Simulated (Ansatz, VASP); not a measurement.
WS2: VASP beside Ansatz

```
W S
1.0
     3.14728    0.00000    0.00000
    -1.57364    2.72562    0.00000
     0.00000    0.00000   19.72960
W S
3 6
Direct
  0.66667 0.33333 0.33266
  0.33333 0.66667 0.66599
  0.00000 0.00000 0.99933
  0.33333 0.66667 0.25322
  0.66667 0.33333 0.07876
  0.00000 0.00000 0.58655
  0.33333 0.66667 0.41209
  0.66667 0.33333 0.91989
  0.00000 0.00000 0.74542
```

Change from the starting cell: strain along c alone, the other axes held, atoms relaxed: +3.0 %.

Alike in both runs: functional PBEsol; k mesh 12 × 12 × 2; occupations gaussian, width 0.02 eV; no spin polarisation.

Ansatz relaxed the structure, and its values are those at the end. VASP's run is a single point on that final structure, the one shown.

|  | VASP | Ansatz |
| --- | --- | --- |
| version | VASP 6.6.1 | Ansatz 0.2.0 |
| potentials or method | VASP PAW PBE potentials, release 64 (W_sv, S), cutoff 520 eV | scalar-relativistic, plane waves, PAW |
| valence electrons in the cell | 78 | 78 |

Ansatz gave:

| Item | Value |
| --- | --- |
| gap on the k mesh at the Fermi level (eV) | 1.30 |
| least direct gap on the mesh (eV) | 1.93 |
| pressure (GPa) | -0.2 |
| rms of the force components (eV/Å) | 0.001 |

Task: Which values does VASP return?

Result: gap on the k mesh at the Fermi level (eV): 1.31; least direct gap on the mesh (eV): 1.94; pressure (GPa): -0.1; rms of the force components (eV/Å): 0.011.

VASP's potentials were made for PBE, not for PBEsol. The functional is the same, so the differences come from potentials, cutoffs and numerics. Ansatz's warnings: stress scf threshold loose.

Spin-orbit coupling is off throughout.
